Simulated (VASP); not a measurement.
Co, 2 atoms in the cell. It takes space group P6_3/mmc (No. 194, hexagonal). Conventional cell: a = 2.514 Å, b = 2.514 Å, c = 4.056 Å, α = 90.00°, β = 90.00°, γ = 120.00°. Co (site symmetry -6m2) has 12 Co at 2.49 to 2.51 Å within 3.3 Å. 

| Quantity | Value |
| --- | --- |
| Program | VASP 6.6.1 |
| Task | single point |
| Functional | revPBE |
| Potentials or basis | VASP PAW PBE potentials, release 64 (Co) |
| Cutoff | 520 eV |
| k mesh | 12 × 12 × 7 |
| Occupations | fermi-dirac, width 0.05 eV |
| Spin | collinear spin, ferromagnetic start |
| Starting moments | [2.0, 2.0] μB |
| Dipole correction | no |
| Further INCAR settings | ALGO = Normal; EDIFF = 1e-06; NBANDS = 20 |

Potentials or basis: VASP PAW PBE potentials, release 64 (Co).

Run with:

```bash
$ cat potpaw_PBE.64/Co/POTCAR > POTCAR
$ mpirun -np 1 vasp_std > vasp.out
```

Hardware: 1 thread of Intel(R) Xeon(R) 6975P-C (Granite Rapids), on a shared host.

**Question.** Estimate the wall time of this run.

**Answer.** It took 26 s on 1 thread of Intel(R) Xeon(R) 6975P-C (Granite Rapids) (shared host), peak memory 0.17 GiB. Counts: scf iterations 13, k points 76.
